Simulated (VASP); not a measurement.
A run of VASP 6.6.1:

File INCAR:

```
  ALGO = Normal
  EDIFF = 1E-7
  EDIFFG = -0.01
  ENCUT = 910
  GGA = PE
  GGA_COMPAT = False
  IBRION = 2
  ISIF = 3
  ISMEAR = 0
  LASPH = True
  LCHARG = False
  LREAL = False
  LWAVE = False
  NELM = 120
  NELMIN = 4
  NSW = 100
  PREC = Accurate
  SIGMA = 0.1
```

Contents of KPOINTS:

```
k-points
0
Gamma
  12 12 4
```

POSCAR

```
SiC2
1.0
    3.2445509159      0.0000000000      0.0000000000
   -1.6222754579      2.8098635170      0.0000000000
    0.0000000000      0.0000000000     13.4991279121
Si C
2 4
Direct
    0.3333333333      0.6666666667      0.5000000000
    0.6666666667      0.3333333333      0.5000000000
    0.3333333333      0.6666666667      0.8243840899
    0.3333333333      0.6666666667      0.1756159101
    0.6666666667      0.3333333333      0.8243840899
    0.6666666667      0.3333333333      0.1756159101
```

Potentials or basis: VASP PAW PBE potentials, release 64 (Si, C_h).

The run is started by

```console
$ cat potpaw_PBE.64/Si/POTCAR potpaw_PBE.64/C_h/POTCAR > POTCAR
$ mpirun -np 1 vasp_std > vasp.out
```

Hardware: 1 thread of Intel(R) Xeon(R) 6975P-C (Granite Rapids), on a shared host.

**Question.** Estimate the wall time of this run.

**Answer.** Wall time 9.8 min on 1 thread of Intel(R) Xeon(R) 6975P-C (Granite Rapids), on a shared host, peak memory 0.52 GiB. Counts: scf iterations 54, k points 57, ion steps 6.
